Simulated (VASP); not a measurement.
Te2Mo:

```
CELL_PARAMETERS angstrom
3.51820 0.00000 0.00000
-1.75910 3.04685 0.00000
0.00000 0.00000 13.97360
ATOMIC_POSITIONS crystal
Te 0.33333 0.66667 0.62100
Te 0.66667 0.33333 0.12100
Te 0.33333 0.66667 0.87900
Te 0.66667 0.33333 0.37900
Mo 0.33333 0.66667 0.25000
Mo 0.66667 0.33333 0.75000
```

* Program: VASP 6.6.1
* Task: relaxation of cell and atoms
* Functional: LDA
* Potentials or basis: VASP PAW LDA potentials, release 64 (Te, Mo_sv)
* Cutoff: 600 eV
* k mesh: 6 × 6 × 2
* Occupations: gaussian, width 0.01 eV
* Spin: no spin polarisation

At the start: pressure -2.8 GPa; volume 24.96 Å³/atom.

Task: How do energy, volume and symmetry change on relaxing?

Result: Over 29 steps the energy falls by 6.9 meV/atom and the volume is 23.98 Å³/atom (-4.0 %); space group P6_3/mmc (No. 194, to 0.1 Å) before and after.

Step by step:
```tsv
step	energy change (eV)	largest force (eV/Å)	pressure (GPa)	volume (Å³)
1	0.0000	0.2361	-2.81	149.79
2	0.0700	0.8931	5.23	140.50
3	-0.0331	0.1434	-0.14	146.34
4	-0.0331	0.1518	-0.09	146.27
5	-0.0381	0.0677	-0.03	145.55
6	-0.0383	0.0446	-0.02	145.35
7	-0.0390	0.0336	-0.06	145.24
8	-0.0404	0.0022	-0.20	144.90
9	-0.0407	0.0611	-0.44	144.22
10	-0.0410	0.0343	-0.34	144.50
11	-0.0413	0.0211	-0.24	144.30
12	-0.0415	0.0071	-0.01	143.87
13	-0.0415	0.0060	0.01	143.88
14	-0.0414	0.0076	-0.12	144.09
15	-0.0415	0.0030	-0.04	143.93
16	-0.0415	0.0043	-0.05	143.91
17	-0.0415	0.0051	-0.03	143.90
18	-0.0415	0.0049	-0.03	143.89
19	-0.0415	0.0034	0.00	143.86
20	-0.0415	0.0006	0.03	143.81
21	-0.0415	0.0026	0.01	143.84
22	-0.0415	0.0027	0.01	143.85
23	-0.0415	0.0029	0.01	143.85
24	-0.0415	0.0032	0.01	143.86
25	-0.0415	0.0033	0.00	143.86
26	-0.0415	0.0033	0.00	143.86
27	-0.0415	0.0024	-0.01	143.86
28	-0.0415	0.0013	-0.01	143.86
29	-0.0415	0.0006	0.00	143.86
```

Final structure:
```
Te Mo
1.0
     3.47495    0.00000    0.00000
    -1.73748    3.00940    0.00000
     0.00000    0.00000   13.75647
Te Mo
4 2
Direct
  0.33333 0.66667 0.61922
  0.66667 0.33333 0.11922
  0.33333 0.66667 0.88078
  0.66667 0.33333 0.38078
  0.33333 0.66667 0.25000
  0.66667 0.33333 0.75000
```
